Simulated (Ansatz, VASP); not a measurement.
## K2S: VASP beside Ansatz

```xyz
3
Lattice="0.0000 3.7028 3.7028 3.7028 0.0000 3.7028 3.7028 3.7028 0.0000" Properties=species:S:1:pos:R:3 pbc="T T T"
S     0.0000    0.0000    0.0000
K     1.8514    1.8514    1.8514
K     5.5541    5.5541    5.5541
```

Alike in both runs: task single point; functional PBE; k mesh 4 × 4 × 4; occupations gaussian, width 0.5 eV; no spin polarisation.

|  | VASP | Ansatz |
| --- | --- | --- |
| version | VASP 6.6.1 | Ansatz 0.2.0 |
| potentials or method | VASP PAW PBE potentials, release 64 (S, K_sv) | plane waves |
| plane-wave cutoff (eV) | 500 | 420 |
| valence electrons in the cell | 24 | 24 |

Ansatz gave:

| Property | Result |
| --- | --- |
| pressure (GPa) | 0.4 |

Question: Which values does VASP return?

Answer: Pressure (GPa): 0.5.

With one functional, cell and mesh, what is left measures potentials, basis and numerics.
